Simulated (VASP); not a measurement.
Here is a VASP 6.6.1 calculation.

File INCAR:

```
PREC     = Accurate       # precision mode
ENCUT    = 520            # plane-wave cutoff, eV
EDIFF    = 1E-6           # SCF threshold, eV
ISMEAR   = 0              # smearing method
SIGMA    = 0.15           # smearing width, eV
LREAL    = F              # projectors in reciprocal space
LASPH    = T              # aspherical terms in the spheres
NELM     = 80             # most SCF steps
ALGO     = Normal         # electronic algorithm
ISIF     = 2              # what is computed and relaxed
LWAVE    = F              # write WAVECAR
LCHARG   = F              # write CHGCAR
NBANDS   = 28             # bands
```

KPOINTS

```
Automatic mesh
0
Gamma
  10 10 8
```

The input POSCAR:

```
SnO
1.0
    3.5032000000      0.0000000000      0.0000000000
    0.0000000000      3.5032000000      0.0000000000
    0.0000000000      0.0000000000      4.8415000000
Sn O
2 2
Direct
    0.0000000000      0.5000000000      0.2457459271
    0.5000000000      0.0000000000      0.7542540729
    0.0000000000      0.0000000000      0.0000000000
    0.5000000000      0.5000000000      0.0000000000
```

Potentials or basis: VASP PAW LDA potentials, release 64 (Sn_d, O).

Launch:

```bash
$ cat potpaw_LDA.64/Sn_d/POTCAR potpaw_LDA.64/O/POTCAR > POTCAR
$ mpirun -np 1 vasp_std > vasp.out
```

(1) What does it give for the largest force?

(2) What does it give for the band gap on the k mesh?

Results:

(1) 1.368 eV/Å.

(2) zero (band 20 reaches 9.93 eV, above the bottom of band 21 at 8.73 eV).

Caveat: spin-orbit coupling is left out, which moves the levels of the heavy elements; forces of over 1 eV/Å act on the atoms, so gaps and moduli don't describe the material at rest.
